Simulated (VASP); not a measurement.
# Sc4Te (Pm-3m) in VASP: further runs

The runs below take Sc4Te through single point, relaxation of cell and atoms, with PBE.

All numbers are computed with VASP 6.6.1; they aren't measurements. Logs are shortened: lines on timing, memory, paths and dates and some standing lists are left out, and cuts for length are marked.

### 1 The cell of the first run

The structure is cubic, space group Pm-3m (No. 221). The conventional cell has a = 4.921 Å, b = 4.921 Å, c = 4.921 Å, α = 90.00°, β = 90.00°, γ = 90.00°. Sc (site symmetry 4/mmm) has 2 Sc at 2.46 Å within 3.2 Å. Within 3.2 Å of Sc (site symmetry m-3m) lie 6 Sc at 2.46 Å. Te (site symmetry m-3m) has 20 Sc at 3.48 to 4.26 Å within 4.6 Å.

The cell was generated, and may not be a known phase.

### 2 Single point, PBE

Input file INCAR:

```
  PREC = Accurate
  ENCUT = 520
  EDIFF = 1E-6
  ISMEAR = 0
  SIGMA = 0.1
  LREAL = F
  LASPH = T
  NELM = 80
  ALGO = Normal
  ISIF = 2
  LWAVE = F
  LCHARG = T
  GGA = PE
  LELF = T
  LVHAR = T
  NBANDS = 33
```

Input file KPOINTS:

```
Automatic mesh
0
Gamma
  4 4 4
```

Input file POSCAR:

```
Sc4Te
1.0
    4.9212856600      0.0000000000      0.0000000000
    0.0000000000      4.9212856600      0.0000000000
    0.0000000000      0.0000000000      4.9212856600
Sc Te
4 1
Direct
    0.0000000000      0.5000000000      0.5000000000
    0.5000000000      0.0000000000      0.5000000000
    0.5000000000      0.5000000000      0.0000000000
    0.5000000000      0.5000000000      0.5000000000
    0.0000000000      0.0000000000      0.0000000000
```

Potentials or basis: VASP PAW PBE potentials, release 64 (Sc_sv, Te).

On the command line:

```sh
$ cat potpaw_PBE.64/Sc_sv/POTCAR potpaw_PBE.64/Te/POTCAR > POTCAR
$ mpirun -np 1 vasp_std > vasp.out
```

OUTCAR:

```text
PREC = Accurate
   ENCUT = 520
   EDIFF = 1E-6
   ISMEAR = 0
   LREAL = F
   LASPH = T
   NELM = 80
   ISIF = 2
   GGA = PE

 ion  position               nearest neighbor table
   1  0.000  0.500  0.500-   4 2.46   4 2.46   5 3.48   5 3.48   5 3.48   5 3.48
   2  0.500  0.000  0.500-   4 2.46   4 2.46   5 3.48   5 3.48   5 3.48   5 3.48
   3  0.500  0.500  0.000-   4 2.46   4 2.46   5 3.48   5 3.48   5 3.48   5 3.48
   4  0.500  0.500  0.500-   1 2.46   2 2.46   3 2.46   3 2.46   2 2.46   1 2.46
   5  0.000  0.000  0.000-   1 3.48   2 3.48   3 3.48   1 3.48   2 3.48   1 3.48   3 3.48   1 3.48
                             2 3.48   3 3.48   2 3.48   3 3.48

  LATTYP: Found a simple cubic cell.
 ALAT       =     4.9212856600

  Lattice vectors:

 A1 = (   4.9212856600,   0.0000000000,   0.0000000000)
 A2 = (   0.0000000000,   4.9212856600,   0.0000000000)
 A3 = (   0.0000000000,   0.0000000000,   4.9212856600)

Analysis of symmetry for initial positions (statically):
=====================================================================
 Subroutine PRICEL returns:
 Original cell was already a primitive cell.

 Routine SETGRP: Setting up the symmetry group for a
 simple cubic supercell.

 Subroutine GETGRP returns: Found 48 space group operations
 (whereof 48 operations were pure point group operations)
 out of a pool of 48 trial point group operations.

The static configuration has the point symmetry O_h .

Analysis of symmetry for dynamics (positions and initial velocities):
=====================================================================
 Subroutine PRICEL returns:
 Original cell was already a primitive cell.

 Routine SETGRP: Setting up the symmetry group for a
 simple cubic supercell.

 Subroutine GETGRP returns: Found 48 space group operations
 (whereof 48 operations were pure point group operations)
 out of a pool of 48 trial point group operations.

The dynamic configuration has the point symmetry O_h .

 Subroutine INISYM returns: Found 48 space group operations
 (whereof 48 operations are pure point group operations),
 and found     1 'primitive' translations

[... 79 lines left out ...]
   ISPIN  =      1    spin polarized calculation?
   LNONCOLLINEAR =      F non collinear calculations
   LSORBIT =      F    spin-orbit coupling
   LASPH  =      T    aspherical Exc in radial PAW
   ENCUT  =  520.0 eV  38.22 Ry    6.18 a.u.   9.15  9.15  9.15*2*pi/ulx,y,z
   NELM   =     80;   NELMIN=  2; NELMDL= -5     # of ELM steps
   EDIFF  = 0.1E-05   stopping-criterion for ELM
   LREAL  =      F    real-space projection
   EDIFFG = 0.1E-04   stopping-criterion for IOM
   NSW    =      0    number of steps for IOM
   IBRION =     -1    ionic relax: 0-MD 1-quasi-New 2-CG
   NFREE  =      0    steps in history (QN), initial steepest desc. (CG)
   ISIF   =      2    stress and relaxation
   ISYM   =      2    0-nonsym 1-usesym 2-fastsym
   POTIM  = 0.5000    time-step for ionic-motion
   TEBEG  =    0.0;   TEEND  =   0.0 temperature during run
   PSTRESS=    0.0 pullay stress
   NELECT =      50.0000    total number of electrons
   NUPDOWN=      -1.0000    fix difference up-down
   EMIN   =  10.00;   EMAX   =-10.00  energy-range for DOS
   EFERMI =   0.00;   METHOD = LEGACY
   ISMEAR =     0;   SIGMA  =   0.10  broadening in eV -4-tet -1-fermi 0-gaus
   EFERMI_NEDOS =   21; number of points for ismear=-14 and -15
   IALGO  =     38    algorithm
   IMIX   =      4    mixing-type and parameters
     AMIX     =   0.40;   BMIX     =  1.00
     AMIX_MAG =   1.60;   BMIX_MAG =  1.00
  volume/ion in A,a.u.               =      23.84       160.87
  Fermi-wavevector in a.u.,A,eV,Ry     =   1.225518  2.315893 20.434504  1.501894
  Thomas-Fermi vector in A             =   2.360553
   LORBIT       =      0    0 simple, 1 ext, 2 COOP (PROOUT), +10 PAW based schemes
   GGA     = PE    functional components
   LHFCALC =     F    Hartree Fock is set to
   AEXX    =    0.0000 exact exchange contribution
   IVDW    =     0    specifies the selected vdW correction
   LEPSILON=     F    determine dielectric tensor
   LRPA    =     F    only Hartree local field effects (RPA)
 non-spin polarized calculation
 Gauss-broadening in eV      SIGMA  =   0.10
  energy-cutoff  :      520.00
  volume of cell :      119.19
 maximum number of plane-waves:      3221
 NGX is ok and might be reduce to    40
   NGX = 19   NGY = 19   NGZ = 19

 number of electron      49.9999985 magnetization

 Free energy of the ion-electron system (eV)
  ---------------------------------------------------
  ext. energy  EPLUGINS =         0.00000000
  ---------------------------------------------------
  free energy    TOTEN  =       -24.81204915 eV

  energy without entropy =      -24.76879857  energy(sigma->0) =      -24.79042386

 E-fermi :   5.4251     XC(G=0):  -9.9953

 val. band max:        5.4153799676   @ k =   0.2500   0.2500   0.0000
 cond. band min:       5.4325348622   @ k =   0.5000   0.2500   0.0000
 fundamental gap:      0.0171548946
 Fermi energy:         5.4251040655

 k-point     1 :       0.0000    0.0000    0.0000
  band No.  band energies     occupation
      1     -44.2559      2.00000
      2     -44.1544      2.00000
      3     -44.1544      2.00000
      4     -42.4866      2.00000
      5     -23.4803      2.00000
      6     -23.4803      2.00000
[... 349 lines left out ...]
     32       7.2389      0.00000
     33       7.2389      0.00000

------------------------ aborting loop because EDIFF is reached ----------------------------------------

  FORCE on cell =-STRESS in cart. coord.  units (eV):
  Direction    XX          YY          ZZ          XY          YZ          ZX
  --------------------------------------------------------------------------------------
  -------------------------------------------------------------------------------------
  Total        4.4568092      4.4568092      4.4568092     -0.0000000      0.0000000     -0.0000000
  in kB       59.9099422     59.9099422     59.9099422     -0.0000000      0.0000000     -0.0000000
  external PRESSURE =      59.9099422 kB  Pullay stress =       0.0000000 kB

 VOLUME and BASIS-vectors are now :
 -----------------------------------------------------------------------------
  energy-cutoff  :      520.00
  volume of cell :      119.19
      direct lattice vectors                 reciprocal lattice vectors
     4.921285660  0.000000000  0.000000000     0.203198934  0.000000000  0.000000000
     0.000000000  4.921285660  0.000000000     0.000000000  0.203198934  0.000000000
     0.000000000  0.000000000  4.921285660     0.000000000  0.000000000  0.203198934

 POSITION                                       TOTAL-FORCE (eV/Angst)
 -----------------------------------------------------------------------------------
      0.00000      2.46064      2.46064         0.000000      0.000000      0.000000
      2.46064      0.00000      2.46064         0.000000      0.000000      0.000000
      2.46064      2.46064      0.00000         0.000000      0.000000      0.000000
      2.46064      2.46064      2.46064         0.000000      0.000000      0.000000
      0.00000      0.00000      0.00000         0.000000      0.000000      0.000000
 -----------------------------------------------------------------------------------
    total drift:                               -0.000000     -0.000000     -0.000000

  FREE ENERGIE OF THE ION-ELECTRON SYSTEM (eV)
  ---------------------------------------------------
  free  energy   TOTEN  =       -24.8120491525 eV

  energy  without entropy=      -24.7687985711  energy(sigma->0) =      -24.79042386
```

Wall time 34 s (1 thread of Intel Xeon 6975P-C (Granite Rapids), shared host); peak memory 0.24 GiB.

Results:

```yaml
Free_energy: -24.8120 eV
Pressure: 6.0 GPa
Band_gap_on_the_k_mesh: zero (bands 25 and 26 overlap by 2.18 eV)
```

Levels at points of the mesh, in eV from the Fermi level:
```
           k point  band 21  band 22  band 23  band 24  band 25  band 26  band 27  band 28
(0.00, 0.00, 0.00)    -2.98    -1.95    -1.95    -1.95    -1.22    -1.22    -0.31    -0.31
(0.50, 0.00, 0.00)    -1.76    -1.21    -0.59    -0.57    -0.21    -0.21    -0.04     0.31
(0.50, 0.50, 0.00)    -1.93    -1.06    -1.06    -0.06     0.06     0.17     0.17     0.20
(0.50, 0.50, 0.50)    -1.60    -1.60    -1.60     0.42     0.95     0.95     0.95     1.04
```

Caveat: the cell stands under pressure; spin-orbit coupling is left out, which moves the levels of the heavy elements.

### 3 Single point, PBE

This run uses another cell than the first one, of 27.57 Å³/atom.

Input file INCAR:

```
SYSTEM = Sc4Te
PREC = Accurate ; ENCUT = 520
EDIFF = 1E-7 ; ISMEAR = 0
SIGMA = 0.1 ; LREAL = .FALSE.
LASPH = .TRUE. ; NELM = 100
ALGO = Normal ; ISIF = 2
LWAVE = .FALSE. ; LCHARG = .TRUE.
GGA = PE ; LELF = .TRUE.
LVHAR = .TRUE. ; NBANDS = 33
```

Input file KPOINTS:

```
regular mesh
0
G
  4 4 4
  0 0 0
```

POSCAR: that of step 2 with these lines changed.

```diff
@@ -2,5 +2,5 @@
 1.0
-    4.9212856600      0.0000000000      0.0000000000
-    0.0000000000      4.9212856600      0.0000000000
-    0.0000000000      0.0000000000      4.9212856600
+    5.1656841133      0.0000000000      0.0000000000
+    0.0000000000      5.1656841133      0.0000000000
+    0.0000000000      0.0000000000      5.1656841133
 Sc Te
```

Potentials or basis: VASP PAW PBE potentials, release 64 (Sc_sv, Te).

On the command line:

```sh
$ cat potpaw_PBE.64/Sc_sv/POTCAR potpaw_PBE.64/Te/POTCAR > POTCAR
$ mpirun -np 1 vasp_std > vasp.out
```

Run time: 42 s. Hardware: 1 thread of Intel Xeon 6975P-C (Granite Rapids), shared host; peak memory 0.25 GiB.

It converged, with:

* Free energy: -25.1571 eV
* Pressure: 0.4 GPa
* Band gap on the k mesh: zero (bands 25 and 26 overlap by 1.85 eV)

Levels at points of the mesh, in eV from the Fermi level:
| k point | band 22 | band 23 | band 24 | band 25 | band 26 | band 27 | band 28 | band 29 |
| --- | --- | --- | --- | --- | --- | --- | --- | --- |
| (0.00, 0.00, 0.00) | -1.49 | -1.49 | -1.49 | -0.98 | -0.98 | -0.09 | -0.09 | 0.37 |
| (0.50, 0.00, 0.00) | -1.33 | -0.87 | -0.48 | -0.08 | -0.08 | 0.19 | 0.28 | 0.28 |
| (0.50, 0.50, 0.00) | -0.76 | -0.76 | -0.04 | 0.02 | 0.12 | 0.12 | 0.29 | 1.32 |
| (0.50, 0.50, 0.50) | -1.49 | -1.49 | -0.16 | 0.88 | 0.95 | 0.95 | 0.95 | 1.58 |

Caveat: spin-orbit coupling is left out, which moves the levels of the heavy elements.

### 4 Single point, PBE

This run uses another cell than the first one, of 27.99 Å³/atom.

Input file INCAR:

```
SYSTEM = Sc4Te
  PREC = Accurate
  ENCUT = 520
  EDIFF = 1E-7
  ISMEAR = 0
  SIGMA = 0.1
  LREAL = .False.
  LASPH = .True.
  NELM = 80
  ALGO = Fast
  ISIF = 2
  LWAVE = .False.
  LCHARG = .True.
  GGA = PE
  LELF = .True.
  LVHAR = .True.
  NBANDS = 33
```

Input file KPOINTS:

```
Automatic mesh
0
Gamma
  8 8 8
  0 0 0
```

POSCAR: that of step 3 with these lines changed.

```diff
@@ -2,5 +2,5 @@
 1.0
-    5.1656841133      0.0000000000      0.0000000000
-    0.0000000000      5.1656841133      0.0000000000
-    0.0000000000      0.0000000000      5.1656841133
+    5.1920375945      0.0000000000      0.0000000000
+    0.0000000000      5.1920375945      0.0000000000
+    0.0000000000      0.0000000000      5.1920375945
 Sc Te
```

On the command line:

```sh
$ cat potpaw_PBE.64/Sc_sv/POTCAR potpaw_PBE.64/Te/POTCAR > POTCAR
$ mpirun -np 1 vasp_std > vasp.out
```

Wall time 2.7 min (1 thread of Intel Xeon 6975P-C (Granite Rapids), shared host); peak memory 0.33 GiB.

The run converged. Its results:

- Free energy: -25.2121 eV
- Pressure: 0.1 GPa
- Band gap on the k mesh: zero (bands 25 and 26 overlap by 1.83 eV)

Levels at points of the mesh, in eV from the Fermi level:
| k point | band 22 | band 23 | band 24 | band 25 | band 26 | band 27 | band 28 | band 29 |
| --- | --- | --- | --- | --- | --- | --- | --- | --- |
| (0.00, 0.00, 0.00) | -1.41 | -1.41 | -1.41 | -0.92 | -0.92 | -0.04 | -0.04 | 0.38 |
| (0.50, 0.00, 0.00) | -1.26 | -0.86 | -0.43 | -0.03 | -0.03 | 0.24 | 0.31 | 0.31 |
| (0.50, 0.50, 0.00) | -0.70 | -0.70 | -0.01 | 0.06 | 0.14 | 0.14 | 0.33 | 1.34 |
| (0.50, 0.50, 0.50) | -1.45 | -1.45 | -0.18 | 0.91 | 0.97 | 0.98 | 1.58 | 1.71 |

Caveat: spin-orbit coupling is left out, which moves the levels of the heavy elements.

(Continued in part 2 of 2.)

The gap in the log of VASP goes by the Fermi energy; the results here count the filled bands.